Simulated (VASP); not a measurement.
# SnO (P1) in VASP: relaxation of cell and atoms with PBE

Aim: the relaxation of cell and atoms of SnO with PBE.

All numbers are computed with VASP 6.6.1; they aren't measurements. Logs are shortened: lines on timing, memory, paths and dates and some standing lists are left out, and cuts for length are marked.

## (1) The cell of the first run

The typed cell holds 8 atoms: a = 3.864 Å, b = 3.843 Å, c = 10.351 Å, α = 91.16°, β = 89.61°, γ = 90.52°.

## (2) Relaxation of cell and atoms, PBE

INCAR reads:

```
ALGO     = Normal         # electronic algorithm
EDIFF    = 1E-6           # SCF threshold, eV
EDIFFG   = -0.025         # ionic threshold
ENCUT    = 600            # plane-wave cutoff, eV
GGA      = PE             # functional
IBRION   = 2              # ionic algorithm
ISIF     = 3              # what is computed and relaxed
ISMEAR   = 0              # smearing method
LASPH    = T              # aspherical terms in the spheres
LCHARG   = F              # write CHGCAR
LREAL    = F              # projectors in reciprocal space
LWAVE    = F              # write WAVECAR
NELM     = 60             # most SCF steps
NSW      = 80             # ionic steps
PREC     = Accurate       # precision mode
SIGMA    = 0.1            # smearing width, eV
```

KPOINTS reads:

```
k-points
0
Gamma
  4 4 2
```

POSCAR reads:

```
SnO
1.0
    3.8636167614     -0.0175629104      0.0133691896
   -0.0175629104      3.8430475981     -0.0394889054
    0.0350494806     -0.1035265159     10.3506379779
Sn O
4 4
Direct
   -0.0512265230      0.5546144742      0.1177940706
   -0.0492811628      0.4937028252      0.6101676544
    0.4633817357     -0.0220009087      0.3898893427
    0.5371448276     -0.0245138098      0.8956478594
    0.0497175494     -0.0328245488      0.5031014371
    0.0142327948      0.0069698664     -0.0228577565
    0.5130422315      0.5163303929      0.5109020582
    0.5229885468      0.5077217086     -0.0046446659
```

Potentials or basis: VASP PAW PBE potentials, release 64 (Sn_d, O).

The run is started by

```console
$ cat potpaw_PBE.64/Sn_d/POTCAR potpaw_PBE.64/O/POTCAR > POTCAR
$ mpirun -np 1 vasp_std > vasp.out
```

OUTCAR:

```text
EDIFF = 1E-6
   EDIFFG = -0.025
   ENCUT = 600
   GGA = PE
   IBRION = 2
   ISIF = 3
   ISMEAR = 0
   LASPH = T
   LREAL = F
   NELM = 60
   NSW = 80
   PREC = Accurate

 ion  position               nearest neighbor table
   1  0.949  0.555  0.118-   8 2.09   6 2.30   6 2.55   8 2.55   4 3.27   4 3.54   4 3.62   3 3.73

   2  0.951  0.494  0.610-   7 1.99   5 2.18   5 2.32   7 2.40   3 3.53   3 3.54   3 3.55   3 3.59

   3  0.463  0.978  0.390-   5 1.98   7 2.20   7 2.40   5 2.56   2 3.53   2 3.54   2 3.55   2 3.59
                             1 3.73
   4  0.537  0.975  0.896-   6 2.03   8 2.09   6 2.19   8 2.27   1 3.27   1 3.54   1 3.62
   5  0.050  0.967  0.503-   3 1.98   2 2.18   2 2.32   3 2.56
   6  0.014  0.007  0.977-   4 2.03   4 2.19   1 2.30   1 2.55
   7  0.513  0.516  0.511-   2 1.99   3 2.20   2 2.40   3 2.40
   8  0.523  0.508  0.995-   1 2.09   4 2.09   4 2.27   1 2.55

  LATTYP: Found a triclinic cell.
 ALAT       =     5.4246793048
 B/A-ratio  =     0.7122411469
 C/A-ratio  =     2.3535469408
 COS(alpha) =     0.0000781870
 COS(beta)  =     0.4149462018
 COS(gamma) =     0.7057581115

  Lattice vectors:

 A1 = (  -3.8460538510,  -3.8254846877,   0.0261197158)
 A2 = (  -3.8636167614,   0.0175629104,  -0.0133691896)
 A3 = (   0.0000763402,  -7.5825686803, -10.2716601671)

Analysis of symmetry for initial positions (statically):
=====================================================================
 Subroutine PRICEL returns:
 Original cell was already a primitive cell.

 Routine SETGRP: Setting up the symmetry group for a
 triclinic supercell.

 Subroutine GETGRP returns: Found  1 space group operations
 (whereof  1 operations were pure point group operations)
 out of a pool of  2 trial point group operations.

The static configuration has the point symmetry C_1 .

Analysis of symmetry for dynamics (positions and initial velocities):
=====================================================================
 Subroutine PRICEL returns:
 Original cell was already a primitive cell.

 Routine SETGRP: Setting up the symmetry group for a
 triclinic supercell.

 Subroutine GETGRP returns: Found  1 space group operations
 (whereof  1 operations were pure point group operations)
 out of a pool of  2 trial point group operations.

The dynamic configuration has the point symmetry C_1 .

 Subroutine INISYM returns: Found  1 space group operations
 (whereof  1 operations are pure point group operations),
 and found     1 'primitive' translations

----------------------------------------------------------------------------------------

                                     Primitive cell

  volume of cell :     153.6662

  direct lattice vectors                    reciprocal lattice vectors
     3.863616761 -0.017562910  0.013369190     0.258833171  0.001173995 -0.000864722
    -0.017562910  3.843047598 -0.039488905     0.001173995  0.260242223  0.002598953
     0.035049481 -0.103526516 10.350637978    -0.000329838  0.000991338  0.096623434

  length of vectors
     3.863679809  3.843290605 10.351215038     0.258837278  0.260257848  0.096629083

  position of ions in fractional coordinates (direct lattice)
     0.948773477  0.554614474  0.117794071
     0.950718837  0.493702825  0.610167654
     0.463381736  0.977999091  0.389889343
     0.537144828  0.975486190  0.895647859
     0.049717549  0.967175451  0.503101437
     0.014232795  0.006969866  0.977142243
     0.513042232  0.516330393  0.510902058
     0.522988547  0.507721709  0.995355334

  ion indices of the primitive-cell ions
   primitive index   ion index
                 1           1
                 2           2
                 3           3
                 4           4
                 5           5
                 6           6
                 7           7
                 8           8

----------------------------------------------------------------------------------------

 KPOINTS: k-points

Automatic generation of k-mesh.
 Grid dimensions read from file:
 generate k-points for:    4    4    2

 Generating k-lattice:

  Cartesian coordinates                     Fractional coordinates (reciprocal lattice)
     0.064708293  0.000293499 -0.000216181     0.250000000  0.000000000 -0.000000000
     0.000293499  0.065060556  0.000649738    -0.000000000  0.250000000 -0.000000000
    -0.000164919  0.000495669  0.048311717    -0.000000000  0.000000000  0.500000000

  Length of vectors
     0.064709320  0.065064462  0.048314541

  Shift w.r.t. Gamma in fractional coordinates (k-lattice)
     0.000000000  0.000000000  0.000000000

 Subroutine IBZKPT returns following result:
 ===========================================

 Found     20 irreducible k-points:

 Following reciprocal coordinates:
            Coordinates               Weight
  0.000000  0.000000  0.000000      1.000000
  0.250000 -0.000000  0.000000      2.000000
  0.500000 -0.000000  0.000000      1.000000
  0.000000  0.250000  0.000000      2.000000
  0.250000  0.250000  0.000000      2.000000
  0.500000  0.250000  0.000000      2.000000
[... 12 lines left out ...]
  0.250000  0.500000  0.500000      2.000000
  0.500000  0.500000  0.500000      1.000000
   k-points           NKPTS =     20   k-points in BZ     NKDIM =     20   number of bands    NBANDS=     48
   number of dos      NEDOS =    301   number of ions     NIONS =      8
   total plane-waves  NPLWV =  86016
   dimension x,y,z NGX =    32 NGY =   32 NGZ =   84
   dimension x,y,z NGXF=    64 NGYF=   64 NGZF=  168
   ions per type =               4   4
   NGX,Y,Z   is equivalent  to a cutoff of  13.77, 13.84, 13.49 a.u.
   NGXF,Y,Z  is equivalent  to a cutoff of  27.54, 27.68, 26.98 a.u.
 SYSTEM =  unknown system
   PREC   = accura    normal or accurate (medium, high low for compatibility)
   ISTART =      0    job   : 0-new  1-cont  2-samecut
   ICHARG =      2    charge: 1-file 2-atom 10-const
   ISPIN  =      1    spin polarized calculation?
   LNONCOLLINEAR =      F non collinear calculations
   LSORBIT =      F    spin-orbit coupling
   LASPH  =      T    aspherical Exc in radial PAW
   ENCUT  =  600.0 eV  44.10 Ry    6.64 a.u.   7.72  7.68 20.67*2*pi/ulx,y,z
   NELM   =     60;   NELMIN=  2; NELMDL= -5     # of ELM steps
   EDIFF  = 0.1E-05   stopping-criterion for ELM
   LREAL  =      F    real-space projection
   EDIFFG = -.3E-01   stopping-criterion for IOM
   NSW    =     80    number of steps for IOM
   IBRION =      2    ionic relax: 0-MD 1-quasi-New 2-CG
   NFREE  =      1    steps in history (QN), initial steepest desc. (CG)
   ISIF   =      3    stress and relaxation
   ISYM   =      2    0-nonsym 1-usesym 2-fastsym
   POTIM  = 0.5000    time-step for ionic-motion
   TEBEG  =    0.0;   TEEND  =   0.0 temperature during run
   PSTRESS=    0.0 pullay stress
   NELECT =      80.0000    total number of electrons
   NUPDOWN=      -1.0000    fix difference up-down
   EMIN   =  10.00;   EMAX   =-10.00  energy-range for DOS
   EFERMI =   0.00;   METHOD = LEGACY
   ISMEAR =     0;   SIGMA  =   0.10  broadening in eV -4-tet -1-fermi 0-gaus
   EFERMI_NEDOS =   21; number of points for ismear=-14 and -15
   IALGO  =     38    algorithm
   IMIX   =      4    mixing-type and parameters
     AMIX     =   0.40;   BMIX     =  1.00
     AMIX_MAG =   1.60;   BMIX_MAG =  1.00
  volume/ion in A,a.u.               =      19.21       129.62
  Fermi-wavevector in a.u.,A,eV,Ry     =   1.316979  2.488729 23.598389  1.734433
  Thomas-Fermi vector in A             =   2.447052
   LORBIT       =      0    0 simple, 1 ext, 2 COOP (PROOUT), +10 PAW based schemes
   GGA     = PE    functional components
   LHFCALC =     F    Hartree Fock is set to
   AEXX    =    0.0000 exact exchange contribution
   IVDW    =     0    specifies the selected vdW correction
   LEPSILON=     F    determine dielectric tensor
   LRPA    =     F    only Hartree local field effects (RPA)
 conjugate gradient relaxation of ions
 non-spin polarized calculation
 Gauss-broadening in eV      SIGMA  =   0.10
  energy-cutoff  :      600.00
  volume of cell :      153.67
 maximum number of plane-waves:      5144
 NGX is ok and might be reduce to    32
   NGX = 15   NGY = 15   NGZ = 41

--------------------------------------- Ionic step        1  -------------------------------------------

 number of electron      80.0000001 magnetization

 Free energy of the ion-electron system (eV)
  ---------------------------------------------------
  ext. energy  EPLUGINS =         0.00000000
  ---------------------------------------------------
  free energy    TOTEN  =       -44.02995604 eV

  energy without entropy =      -44.02982996  energy(sigma->0) =      -44.02989300

------------------------ aborting loop because EDIFF is reached ----------------------------------------

  FORCE on cell =-STRESS in cart. coord.  units (eV):
  Direction    XX          YY          ZZ          XY          YZ          ZX
  --------------------------------------------------------------------------------------
  -------------------------------------------------------------------------------------
  Total       11.1165003      2.6380803      4.0739485     -0.0476410     -1.3943581      2.4508877
  in kB      115.9045151     27.5055468     42.4764097     -0.4967217    -14.5380641     25.5538110
  external PRESSURE =      61.9621572 kB  Pullay stress =       0.0000000 kB
[... 107 lines left out ...]
  FREE ENERGIE OF THE ION-ELECTRON SYSTEM (eV)
  ---------------------------------------------------
  free  energy   TOTEN  =       -44.9377652230 eV

  energy  without entropy=      -44.9377651858  energy(sigma->0) =      -44.93776520

[... ionic steps 4 to 31 ...]

--------------------------------------- Ionic step       32  -------------------------------------------

 number of electron      79.9999993 magnetization

------------------------ aborting loop because EDIFF is reached ----------------------------------------

  FORCE on cell =-STRESS in cart. coord.  units (eV):
  Direction    XX          YY          ZZ          XY          YZ          ZX
  --------------------------------------------------------------------------------------
  -------------------------------------------------------------------------------------
  Total        0.0166859      0.0429846      0.0451193     -0.0082425     -0.0147136      0.0257782
  in kB        0.1773048      0.4567543      0.4794381     -0.0875851     -0.1563465      0.2739198
  external PRESSURE =       0.3711657 kB  Pullay stress =       0.0000000 kB
[... 69 lines left out ...]
  energy  without entropy=      -45.4489163776  energy(sigma->0) =      -45.44893259

--------------------------------------- Ionic step       34  -------------------------------------------

 number of electron      79.9999992 magnetization

 Free energy of the ion-electron system (eV)
  ---------------------------------------------------
  ext. energy  EPLUGINS =         0.00000000
  ---------------------------------------------------
  free energy    TOTEN  =       -45.44920018 eV

  energy without entropy =      -45.44917010  energy(sigma->0) =      -45.44918514

 E-fermi :   6.4134     XC(G=0):  -9.8555

 val. band max:        6.1944956722   @ k =   0.0000   0.0000   0.0000
 cond. band min:       6.6461718033   @ k =   0.5000   0.5000   0.0000
 fundamental gap:      0.4516761311
 Fermi energy:         6.4133890418

 k-point     1 :       0.0000    0.0000    0.0000
  band No.  band energies     occupation
      1     -15.5502      2.00000
      2     -15.5401      2.00000
      3     -15.2006      2.00000
      4     -15.1905      2.00000
      5     -15.1861      2.00000
      6     -15.1857      2.00000
[... 1044 lines left out ...]
  FREE ENERGIE OF THE ION-ELECTRON SYSTEM (eV)
  ---------------------------------------------------
  free  energy   TOTEN  =       -45.4492001839 eV

  energy  without entropy=      -45.4491701028  energy(sigma->0) =      -45.44918514

 reached required accuracy - stopping structural energy minimisation
```

It took 48 min on 1 thread of Intel Xeon Platinum 8259CL at 2.50GHz (Skylake/Cascade Lake), shared host; peak memory 0.38 GiB.

What came out:

* Free energy: -45.4492 eV
* Relaxed volume: 18.85 Å³/atom
* Relaxed cell: a = 3.880 Å, b = 3.857 Å, c = 10.075 Å, α = 89.92°, β = 90.09°, γ = 89.98°
* Space group after relaxing (to 0.1 Å): P4/nmm (No. 129)
* Energy gained by relaxing: 177.4 meV/atom
* Ionic steps: 34
* Pressure after relaxing: 0.1 GPa
* Largest force after relaxing: 0.018 eV/Å
* Band gap on the k mesh: 0.45 eV (least direct gap 1.73 eV)

Forces on the atoms (eV/Å):
```
Sn  -0.015  0.005  0.008
Sn  -0.008  0.010  0.002
Sn   0.006  0.000 -0.013
Sn   0.007 -0.013  0.000
O    0.008 -0.002  0.007
O   -0.005 -0.005  0.008
O    0.000  0.007 -0.009
O    0.007 -0.002 -0.003
```

Step by step:
```csv
step,energy change (eV),largest force (eV/Å),pressure (GPa),volume (Å³)
1,0.0000,3.5653,6.20,153.67
2,-0.6705,1.7420,-7.33,170.62
3,-0.9078,1.5086,-3.79,164.04
4,-1.2095,0.8649,-0.08,156.63
5,-1.2107,0.9375,0.25,156.14
6,-1.2995,0.6201,0.22,155.07
7,-1.3280,0.5657,0.45,153.95
8,-1.3754,0.2900,-0.67,154.73
9,-1.3788,0.2915,-1.02,155.01
10,-1.3911,0.2735,0.89,152.11
11,-1.3950,0.1927,0.25,153.04
12,-1.4017,0.1038,0.05,153.26
13,-1.4038,0.1178,-0.14,153.48
14,-1.4076,0.1145,-0.02,153.09
15,-1.4087,0.1312,0.12,152.76
16,-1.4119,0.0874,-0.11,152.82
17,-1.4129,0.0834,-0.30,152.87
18,-1.4151,0.0572,0.11,152.00
19,-1.4151,0.0603,0.15,151.96
20,-1.4159,0.0405,0.01,151.95
21,-1.4159,0.0415,-0.01,151.95
22,-1.4164,0.0287,-0.04,151.92
23,-1.4167,0.0328,-0.10,151.87
24,-1.4171,0.0353,0.03,151.56
25,-1.4171,0.0435,0.12,151.39
26,-1.4173,0.0410,0.12,151.33
27,-1.4178,0.0434,0.08,151.15
28,-1.4179,0.0755,0.03,150.79
29,-1.4180,0.0592,0.07,150.93
30,-1.4185,0.0373,-0.03,150.96
31,-1.4186,0.0524,-0.09,150.98
32,-1.4190,0.0264,0.04,150.78
33,-1.4190,0.0368,0.09,150.72
34,-1.4192,0.0177,0.05,150.80
```

Final structure:
```
Sn O
1.0
     3.87997    0.00179   -0.00337
    -0.00045    3.85739    0.00206
    -0.00643    0.00949   10.07548
Sn O
4 4
Direct
  0.00234 0.50185 0.11443
  0.99959 0.49666 0.61618
  0.49802 0.99784 0.38560
  0.50046 0.00356 0.88381
  0.99850 0.99749 0.50020
  0.00133 0.00272 0.99848
  0.49871 0.49722 0.50155
  0.50106 0.50265 0.99975
```

Levels at points of the mesh, in eV from the valence-band top:
```
           k point  band 38  band 39  band 40  band 41  band 42  band 43
(0.00, 0.00, 0.00)    -2.87    -1.95     0.00     1.73     1.93     3.22
(0.50, 0.00, 0.00)    -2.36    -1.55    -1.54     2.48     2.50     3.07
(0.00, 0.50, 0.00)    -2.34    -1.55    -1.53     2.49     2.50     3.03
(0.50, 0.50, 0.00)    -2.23    -1.75    -1.75     0.45     0.45     2.58
(0.00, 0.00, 0.50)    -2.88    -0.67    -0.66     1.68     1.69     3.72
(0.50, 0.00, 0.50)    -1.94    -1.94    -1.91     2.74     2.78     2.79
(0.00, 0.50, 0.50)    -1.93    -1.91    -1.90     2.73     2.74     2.75
(0.50, 0.50, 0.50)    -2.09    -2.08    -2.07     1.20     1.20     1.23
```

Caveat: semilocal functionals underestimate gaps, and a narrow one can read as zero; spin-orbit coupling is left out, which moves the levels of the heavy elements.
